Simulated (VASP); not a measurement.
# Al3SiPd2 (Cmmm) in VASP: further runs

Al3SiPd2 is run at these levels: PBE; tasks: single point, relaxation of cell and atoms.

Everything below comes from runs of VASP 6.6.1. Logs are shortened: lines on timing, memory, paths and dates and some standing lists are left out, and cuts for length are marked.

## 1. The cell of the first run

It takes space group Cmmm (No. 65, orthorhombic). The conventional cell has a = 5.205 Å, b = 8.741 Å, c = 4.038 Å, α = 90.00°, β = 90.00°, γ = 90.00°. Al (site symmetry m2m) has 5 Al at 2.46 to 3.03 Å and 4 Pd at 2.52 Å and 3 Si at 2.96 Å within 3.3 Å. Within 3.3 Å of Al (site symmetry mmm) lie 4 Al at 2.46 Å and 4 Pd at 2.54 Å and 4 Si at 3.29 Å. Within 4.1 Å of Si (site symmetry mmm) lie 10 Al at 2.96 to 3.29 Å and 8 Pd at 3.25 Å and 2 Si at 4.04 Å. Pd (site symmetry 2/m) has 6 Al at 2.52 to 2.54 Å and 2 Pd at 2.60 Å and 4 Si at 3.25 Å within 3.3 Å.

The cell was generated, and may not be a known phase.

## 2. Single point, PBE

Input file INCAR:

```
SYSTEM = Al3SiPd2
  PREC = Accurate
  ENCUT = 520
  EDIFF = 1E-6
  ISMEAR = 0
  SIGMA = 0.1
  LREAL = .FALSE.
  LASPH = .TRUE.
  NELM = 80
  ALGO = Fast
  ISIF = 2
  LWAVE = .FALSE.
  LCHARG = .FALSE.
  GGA = PE
  NBANDS = 26
```

Input file KPOINTS:

```
regular mesh
0
G
  4 4 4
  0 0 0
```

Input file POSCAR:

```
Al3SiPd2
1.0
    2.6025003700     -4.3706603300      0.0000000000
    2.6025003700      4.3706603300      0.0000000000
    0.0000000000      0.0000000000      4.0382185100
Al Si Pd
3 1 2
Direct
    0.6610916900      0.3389083100      0.0000000000
    0.3389083100      0.6610916900      0.0000000000
    0.5000000000      0.5000000000      0.5000000000
    0.0000000000      0.0000000000      0.0000000000
    0.5000000000      0.0000000000      0.5000000000
    0.0000000000      0.5000000000      0.5000000000
```

Potentials or basis: VASP PAW PBE potentials, release 64 (Al, Si, Pd).

Launch:

```bash
$ cat potpaw_PBE.64/Al/POTCAR potpaw_PBE.64/Si/POTCAR potpaw_PBE.64/Pd/POTCAR > POTCAR
$ mpirun -np 1 vasp_std > vasp.out
```

OUTCAR:

```text
SYSTEM = Al3SiPd2
   PREC = Accurate
   ENCUT = 520
   EDIFF = 1E-6
   ISMEAR = 0
   LREAL = .FALSE.
   LASPH = .TRUE.
   NELM = 80
   ISIF = 2
   GGA = PE

 ion  position               nearest neighbor table
   1  0.661  0.339  0.000-   3 2.46   3 2.46   6 2.52   5 2.52   5 2.52   6 2.52   2 2.82   4 2.96
                             4 2.96   4 2.96   2 3.03   2 3.03
   2  0.339  0.661  0.000-   3 2.46   3 2.46   6 2.52   5 2.52   5 2.52   6 2.52   1 2.82   4 2.96
                             4 2.96   4 2.96   1 3.03   1 3.03
   3  0.500  0.500  0.500-   1 2.46   2 2.46   1 2.46   2 2.46   5 2.54   6 2.54   5 2.54   6 2.54

   4  0.000  0.000  0.000-   1 2.96   2 2.96   1 2.96   2 2.96   1 2.96   2 2.96   5 3.25   6 3.25
                             5 3.25   6 3.25   6 3.25   6 3.25   5 3.25   5 3.25
   5  0.500  0.000  0.500-   1 2.52   2 2.52   1 2.52   2 2.52   3 2.54   3 2.54   6 2.60   6 2.60
                             4 3.25   4 3.25   4 3.25   4 3.25
   6  0.000  0.500  0.500-   1 2.52   2 2.52   1 2.52   2 2.52   3 2.54   3 2.54   5 2.60   5 2.60
                             4 3.25   4 3.25   4 3.25   4 3.25

  LATTYP: Found a base centered orthorhombic cell.
 ALAT       =     5.2050007400
 B/A-ratio  =     1.6794081493
 C/A-ratio  =     0.7758343777

  Lattice vectors:

 A1 = (   2.6025003700,  -4.3706603300,   0.0000000000)
 A2 = (   2.6025003700,   4.3706603300,   0.0000000000)
 A3 = (   0.0000000000,   0.0000000000,   4.0382185100)

Analysis of symmetry for initial positions (statically):
=====================================================================
 Subroutine PRICEL returns:
 Original cell was already a primitive cell.

 Routine SETGRP: Setting up the symmetry group for a
 base centered orthorhombic supercell.

 Subroutine GETGRP returns: Found  8 space group operations
 (whereof  8 operations were pure point group operations)
 out of a pool of  8 trial point group operations.

The static configuration has the point symmetry D_2h.

Analysis of symmetry for dynamics (positions and initial velocities):
=====================================================================
 Subroutine PRICEL returns:
 Original cell was already a primitive cell.

 Routine SETGRP: Setting up the symmetry group for a
 base centered orthorhombic supercell.

 Subroutine GETGRP returns: Found  8 space group operations
 (whereof  8 operations were pure point group operations)
 out of a pool of  8 trial point group operations.

The dynamic configuration has the point symmetry D_2h.

 Subroutine INISYM returns: Found  8 space group operations
 (whereof  8 operations are pure point group operations),
 and found     1 'primitive' translations

----------------------------------------------------------------------------------------

                                     Primitive cell

  volume of cell :      91.8666

  direct lattice vectors                    reciprocal lattice vectors
     2.602500370 -4.370660330  0.000000000     0.192122931 -0.114399190  0.000000000
     2.602500370  4.370660330  0.000000000     0.192122931  0.114399190  0.000000000
     0.000000000  0.000000000  4.038218510     0.000000000  0.000000000  0.247633950

  length of vectors
     5.086814317  5.086814317  4.038218510     0.223603210  0.223603210  0.247633950

  position of ions in fractional coordinates (direct lattice)
     0.661091690  0.338908310  0.000000000
     0.338908310  0.661091690  0.000000000
     0.500000000  0.500000000  0.500000000
     0.000000000  0.000000000  0.000000000
     0.500000000  0.000000000  0.500000000
     0.000000000  0.500000000  0.500000000

  ion indices of the primitive-cell ions
   primitive index   ion index
                 1           1
                 2           2
                 3           3
                 4           4
                 5           5
                 6           6

----------------------------------------------------------------------------------------

 KPOINTS: regular mesh

Automatic generation of k-mesh.
[... 48 lines left out ...]
 maximum number of plane-waves:      2495
 NGX is ok and might be reduce to    40
   NGX = 19   NGY = 19   NGZ = 15

 number of electron      33.0000000 magnetization

 Free energy of the ion-electron system (eV)
  ---------------------------------------------------
  ext. energy  EPLUGINS =         0.00000000
  ---------------------------------------------------
  free energy    TOTEN  =       -27.56845048 eV

  energy without entropy =      -27.55273239  energy(sigma->0) =      -27.56059144

 E-fermi :   9.1816     XC(G=0): -11.2786

 val. band max:        9.1614300645   @ k =   0.5000   0.5000   0.0000
 cond. band min:       9.2315950922   @ k =   0.5000   0.0000   0.5000
 fundamental gap:      0.0701650276
 Fermi energy:         9.1815705846

 k-point     1 :       0.0000    0.0000    0.0000
  band No.  band energies     occupation
      1      -1.9677      2.00000
      2       2.1771      2.00000
      3       3.3684      2.00000
      4       3.5448      2.00000
      5       3.9299      2.00000
      6       4.3329      2.00000
[... 18 lines left out ...]
     25      15.9722      0.00000
     26      16.1945      0.00000

 k-point     2 :       0.2500    0.0000    0.0000
  band No.  band energies     occupation
      1      -1.5051      2.00000
      2       1.6536      2.00000
      3       3.1363      2.00000
      4       3.3464      2.00000
      5       3.7746      2.00000
      6       4.1319      2.00000
[... 18 lines left out ...]
     25      15.3680      0.00000
     26      15.8558      0.00000

 k-point     3 :       0.5000    0.0000    0.0000
  band No.  band energies     occupation
      1      -0.4262      2.00000
      2       0.1541      2.00000
      3       2.8621      2.00000
      4       3.2125      2.00000
      5       4.2513      2.00000
      6       4.4237      2.00000
[... 485 lines left out ...]
 k-point    20 :      -0.2500    0.2500    0.5000
  band No.  band energies     occupation
      1       0.0220      2.00000
      2       1.1477      2.00000
      3       2.3914      2.00000
      4       3.4172      2.00000
      5       3.6047      2.00000
      6       4.3370      2.00000
[... 18 lines left out ...]
     25      16.1517      0.00000
     26      17.4255      0.00000

 k-point    21 :       0.5000    0.5000    0.5000
  band No.  band energies     occupation
      1       0.4505      2.00000
      2       2.2241      2.00000
      3       2.2416      2.00000
      4       2.4902      2.00000
      5       2.7429      2.00000
      6       4.1890      2.00000
[... 18 lines left out ...]
     25      15.2213      0.00000
     26      17.1585      0.00000

------------------------ aborting loop because EDIFF is reached ----------------------------------------

  FORCE on cell =-STRESS in cart. coord.  units (eV):
  Direction    XX          YY          ZZ          XY          YZ          ZX
  --------------------------------------------------------------------------------------
  -------------------------------------------------------------------------------------
  Total        7.5514911      5.0655803     12.5471169     -0.0000000      0.0000000      0.0000000
  in kB      131.6999560     88.3450302    218.8249612     -0.0000000      0.0000000      0.0000000
  external PRESSURE =     146.2899825 kB  Pullay stress =       0.0000000 kB

 VOLUME and BASIS-vectors are now :
 -----------------------------------------------------------------------------
  energy-cutoff  :      520.00
  volume of cell :       91.87
      direct lattice vectors                 reciprocal lattice vectors
     2.602500370 -4.370660330  0.000000000     0.192122931 -0.114399190  0.000000000
     2.602500370  4.370660330  0.000000000     0.192122931  0.114399190  0.000000000
     0.000000000  0.000000000  4.038218510     0.000000000  0.000000000  0.247633950

 POSITION                                       TOTAL-FORCE (eV/Angst)
 -----------------------------------------------------------------------------------
      2.60250     -1.40815      0.00000         0.000000     -0.880304      0.000000
      2.60250      1.40815      0.00000         0.000000      0.880304      0.000000
      2.60250      0.00000      2.01911        -0.000000      0.000000      0.000000
      0.00000      0.00000      0.00000         0.000000      0.000000      0.000000
      1.30125     -2.18533      2.01911        -0.000000      0.000000      0.000000
      1.30125      2.18533      2.01911         0.000000      0.000000      0.000000
 -----------------------------------------------------------------------------------
    total drift:                               -0.000000      0.000000     -0.000000

  FREE ENERGIE OF THE ION-ELECTRON SYSTEM (eV)
  ---------------------------------------------------
  free  energy   TOTEN  =       -27.5684504850 eV

  energy  without entropy=      -27.5527323931  energy(sigma->0) =      -27.56059144
```

It took 79 s on 1 thread of AMD EPYC 7R13, shared host; peak memory 0.2 GiB.

What came out:

```yaml
Free_energy: -27.5685 eV
Pressure: 14.6 GPa
Largest_force: 0.880 eV/Å
Band_gap_on_the_k_mesh: zero (an odd number of electrons rules out a gap without spin polarisation)
```

Forces on the atoms (eV/Å):
```
Al   0.000 -0.880  0.000
Al   0.000  0.880  0.000
Al   0.000  0.000  0.000
Si   0.000  0.000  0.000
Pd   0.000  0.000  0.000
Pd   0.000  0.000  0.000
```

Caveat: the k points lie up to 0.39 Å⁻¹ apart, too coarse for converged energies and pressures of a metal.

## 3. Single point, PBE

This run uses another cell than the first one, of 16.98 Å³/atom.

Input file INCAR:

```
SYSTEM = Al3SiPd2
ALGO = Normal
EDIFF = 1E-7
ENCUT = 520
GGA = PE
ISIF = 2
ISMEAR = 0
LASPH = .TRUE.
LCHARG = .TRUE.
LELF = .TRUE.
LREAL = .FALSE.
LVHAR = .TRUE.
LWAVE = .FALSE.
NBANDS = 26
NELM = 60
PREC = Accurate
SIGMA = 0.1
```

Input file KPOINTS:

```
k-points
0
G
  4 4 4
  0 0 0
```

Input file POSCAR:

```
Al3SiPd2
1.0
    2.7207173460     -4.3177013761      0.0000000000
    2.7207173460      4.3177013761      0.0000000000
    0.0000000000      0.0000000000      4.3371723393
Al Si Pd
3 1 2
Direct
    0.6877577054      0.3122422946      0.0000000000
    0.3122422946      0.6877577054      0.0000000000
    0.5000000000      0.5000000000      0.5000000000
    0.0000000000      0.0000000000      0.0000000000
    0.5000000000      0.0000000000      0.5000000000
    0.0000000000      0.5000000000      0.5000000000
```

Potentials or basis: VASP PAW PBE potentials, release 64 (Al, Si, Pd).

Launch:

```bash
$ cat potpaw_PBE.64/Al/POTCAR potpaw_PBE.64/Si/POTCAR potpaw_PBE.64/Pd/POTCAR > POTCAR
$ mpirun -np 1 vasp_std > vasp.out
```

Run time: 74 s. Hardware: 1 thread of AMD EPYC 7R13, shared host; peak memory 0.21 GiB.

The run converged. Its results:

| Quantity | Value |
| --- | --- |
| Free energy | -28.3250 eV |
| Pressure | 0.1 GPa |
| Largest force | 0.006 eV/Å |
| Band gap on the k mesh | zero (an odd number of electrons rules out a gap without spin polarisation) |

Forces in eV/Å, atoms in the order of the input:
```
Al   0.000 -0.006  0.000
Al   0.000  0.006  0.000
Al   0.000  0.000  0.000
Si   0.000  0.000  0.000
Pd   0.000  0.000  0.000
Pd   0.000  0.000  0.000
```

Stress tensor (GPa, compression positive):
```
0.10 0.00 0.00
0.00 0.18 0.00
0.00 0.00 0.07
```

Levels at points of the mesh, in eV from the Fermi level:
| k point | band 15 | band 16 | band 17 | band 18 | band 19 | band 20 |
| --- | --- | --- | --- | --- | --- | --- |
| (0.00, 0.00, 0.00) | -2.23 | -1.95 | -0.66 | 0.88 | 1.85 | 2.18 |
| (0.50, 0.00, 0.00) | 0.12 | 0.41 | 0.78 | 1.00 | 1.88 | 3.20 |
| (0.50, 0.50, 0.00) | -0.42 | 0.49 | 1.05 | 1.52 | 2.13 | 2.80 |
| (0.00, 0.00, 0.50) | -1.74 | -1.18 | -0.26 | -0.22 | 0.20 | 1.63 |
| (0.50, 0.00, 0.50) | -1.86 | -1.44 | -0.21 | 0.34 | 2.15 | 3.41 |
| (0.50, 0.50, 0.50) | -2.06 | -1.92 | -1.77 | 1.53 | 1.72 | 3.18 |

Caveat: the k points lie up to 0.36 Å⁻¹ apart, too coarse for converged energies and pressures of a metal.

## 4. Relaxation of cell and atoms, PBE

Input file INCAR:

```
SYSTEM = Al3SiPd2
PREC = Accurate
ENCUT = 600
EDIFF = 1E-7
ISMEAR = 0
SIGMA = 0.1
LREAL = .FALSE.
LASPH = .TRUE.
NELM = 80
ALGO = Normal
ISIF = 3
LWAVE = .FALSE.
LCHARG = .FALSE.
GGA = PE
IBRION = 2
NSW = 90
EDIFFG = -0.04
```

Input file KPOINTS:

```
regular mesh
0
G
  4 4 4
  0 0 0
```

Input file POSCAR:

```
Al3SiPd2
1.0
    2.6025003700     -4.3706603300      0.0000000000
    2.6025003700      4.3706603300      0.0000000000
    0.0000000000      0.0000000000      4.0382185100
Al Si Pd
3 1 2
Direct
    0.6610916900      0.3389083100      0.0000000000
    0.3389083100      0.6610916900      0.0000000000
    0.5000000000      0.5000000000      0.5000000000
    0.0000000000      0.0000000000      0.0000000000
    0.5000000000      0.0000000000      0.5000000000
    0.0000000000      0.5000000000      0.5000000000
```

Launch:

```bash
$ cat potpaw_PBE.64/Al/POTCAR potpaw_PBE.64/Si/POTCAR potpaw_PBE.64/Pd/POTCAR > POTCAR
$ mpirun -np 1 vasp_std > vasp.out
```

Run time: 9.3 min. Hardware: 1 thread of AMD EPYC 7R13, shared host; peak memory 0.24 GiB.

The run converged. Its results:

- Free energy: -28.3223 eV
- Relaxed volume: 17.00 Å³/atom
- Relaxed cell: a = 5.105 Å, b = 5.105 Å, c = 4.339 Å, α = 90.00°, β = 90.00°, γ = 115.57°
- Space group after relaxing (to 0.1 Å): Cmmm (No. 65)
- Energy gained by relaxing: 125.6 meV/atom
- Ionic steps: 11
- Pressure after relaxing: 0.0 GPa
- Band gap on the k mesh: zero (an odd number of electrons rules out a gap without spin polarisation)

Stress tensor (GPa, compression positive):
```
 0.03  0.00  0.00
 0.00  0.10  0.00
 0.00  0.00 -0.05
```

The path:
```tsv
step	energy change (eV)	largest force (eV/Å)	pressure (GPa)	volume (Å³)
1	0.0000	0.8803	14.66	91.87
2	-0.3395	0.6635	-8.16	111.69
3	-0.5549	0.7768	-1.34	103.29
4	-0.6438	0.6078	-0.85	102.52
5	-0.6909	0.3770	0.10	101.44
6	-0.7232	0.2764	0.19	101.40
7	-0.7448	0.1314	0.55	101.29
8	-0.7510	0.0480	-0.71	102.62
9	-0.7511	0.0577	-0.56	102.46
10	-0.7528	0.0320	0.35	101.73
11	-0.7535	0.0004	0.03	101.99
```

Final structure:
```cif
data_structure
_symmetry_space_group_name_H-M 'P 1'
_symmetry_Int_Tables_number 1
_cell_length_a 5.1047
_cell_length_b 5.1047
_cell_length_c 4.3390
_cell_angle_alpha 90.000
_cell_angle_beta 90.000
_cell_angle_gamma 115.575
_cell_volume 101.99
loop_
_atom_site_label
_atom_site_type_symbol
_atom_site_fract_x
_atom_site_fract_y
_atom_site_fract_z
_atom_site_occupancy
Al1 Al 0.68800 0.31200 0.00000 1
Al2 Al 0.31200 0.68800 0.00000 1
Al3 Al 0.50000 0.50000 0.50000 1
Si1 Si 0.00000 0.00000 0.00000 1
Pd1 Pd 0.50000 0.00000 0.50000 1
Pd2 Pd 0.00000 0.50000 0.50000 1
```

Levels at points of the mesh, in eV from the Fermi level:
| k point | band 15 | band 16 | band 17 | band 18 | band 19 | band 20 |
| --- | --- | --- | --- | --- | --- | --- |
| (0.00, 0.00, 0.00) | -2.23 | -1.95 | -0.65 | 0.88 | 1.84 | 2.18 |
| (0.50, 0.00, 0.00) | 0.13 | 0.41 | 0.78 | 1.00 | 1.88 | 3.20 |
| (0.50, 0.50, 0.00) | -0.42 | 0.48 | 1.05 | 1.51 | 2.13 | 2.80 |
| (0.00, 0.00, 0.50) | -1.74 | -1.17 | -0.25 | -0.23 | 0.20 | 1.63 |
| (0.50, 0.00, 0.50) | -1.86 | -1.44 | -0.21 | 0.34 | 2.15 | 3.41 |
| (0.50, 0.50, 0.50) | -2.06 | -1.91 | -1.77 | 1.53 | 1.72 | 3.18 |

Caveat: the k points lie up to 0.36 Å⁻¹ apart in the final cell, too coarse for converged energies and pressures of a metal.

## 5. Single point, PBE

This run uses another cell than the first one, of 17.02 Å³/atom.

Input file INCAR:

```
SYSTEM = Al3SiPd2
PREC = Accurate ; ENCUT = 520
EDIFF = 1E-6 ; ISMEAR = 0
SIGMA = 0.1 ; LREAL = .False.
LASPH = .True. ; NELM = 80
ALGO = Fast ; ISIF = 2
LWAVE = .False. ; LCHARG = .False.
GGA = PE ; NBANDS = 26
```

Input file KPOINTS:

```
regular mesh
0
Gamma
  8 8 10
  0 0 0
```

Input file POSCAR:

```
Al3SiPd2
1.0
    2.7034792789     -4.3722740122      0.0000000000
    2.7034792789      4.3722740122      0.0000000000
    0.0000000000      0.0000000000      4.3202315012
Al Si Pd
3 1 2
Direct
    0.6866989957      0.3133010043      0.0000000000
    0.3133010043      0.6866989957      0.0000000000
    0.5000000000      0.5000000000      0.5000000000
    0.0000000000      0.0000000000      0.0000000000
    0.5000000000      0.0000000000      0.5000000000
    0.0000000000      0.5000000000      0.5000000000
```

Launch:

```bash
$ cat potpaw_PBE.64/Al/POTCAR potpaw_PBE.64/Si/POTCAR potpaw_PBE.64/Pd/POTCAR > POTCAR
$ mpirun -np 1 vasp_std > vasp.out
```

It took 7.5 min on 1 thread of AMD EPYC 7R13, shared host; peak memory 0.41 GiB.

Results (log left out):

```
Free energy            : -28.3703 eV
Pressure               : 0.0 GPa
Band gap on the k mesh : zero (an odd number of electrons rules out a gap without spin polarisation)
```

Forces in eV/Å, atoms in the order of the input:
```
Al   0.000  0.003  0.000
Al   0.000 -0.003  0.000
Al   0.000  0.000  0.000
Si   0.000  0.000  0.000
Pd   0.000  0.000  0.000
Pd   0.000  0.000  0.000
```

Levels at points of the mesh, in eV from the Fermi level:
```tsv
k point	band 14	band 15	band 16	band 17	band 18	band 19	band 20	band 21
(0.00, 0.00, 0.00)	-2.43	-2.24	-1.95	-0.74	0.93	1.83	2.22	3.95
(0.50, 0.00, 0.00)	-2.21	0.14	0.42	0.82	1.01	1.98	3.19	3.28
(0.50, 0.50, 0.00)	-0.54	-0.42	0.49	0.98	1.55	2.03	2.84	3.17
(0.00, 0.00, 0.50)	-1.90	-1.72	-1.34	-0.31	-0.18	0.21	1.59	1.73
(0.50, 0.00, 0.50)	-2.75	-1.91	-1.46	-0.30	0.25	2.24	3.30	3.68
(0.50, 0.50, 0.50)	-2.30	-2.04	-1.87	-1.79	1.57	1.72	3.03	4.59
```

## 6. Overview

| task | cell | k mesh | cutoff (eV) | gap on the mesh (eV) | pressure (GPa) | largest force (eV/Å) |
| --- | --- | --- | --- | --- | --- | --- |
| single point | a = 5.087, b = 5.087, c = 4.038 Å, angles 90.0, 90.0, 118.5°, 6 atoms, atomic positions A | 4 × 4 × 4 | 520 | none | 14.6 | 0.88 |
| single point | a = 5.103, b = 5.103, c = 4.337 Å, angles 90.0, 90.0, 115.6°, 6 atoms, atomic positions B | 4 × 4 × 4 | 520 | none | 0.1 | 0.01 |
| relaxation of cell and atoms | relaxed from a = 5.087, b = 5.087, c = 4.038 Å, angles 90.0, 90.0, 118.5°, 6 atoms, atomic positions A | 4 × 4 × 4 | 600 | none | 0.0 | - |
| single point | a = 5.141, b = 5.141, c = 4.320 Å, angles 90.0, 90.0, 116.5°, 6 atoms, atomic positions C | 8 × 8 × 10 | 520 | none | 0.0 | - |

Alike in all rows: level PBE; potentials or basis VASP PAW PBE potentials, release 64 (Al, Si, Pd); no spin polarisation; smearing gaussian 0.1 eV.

Caveats: some runs use coarse meshes.

Total energies depend on the potentials used, so only differences within one code and one set of settings carry meaning.

The gap in the log of VASP goes by the Fermi energy; the results here count the filled bands.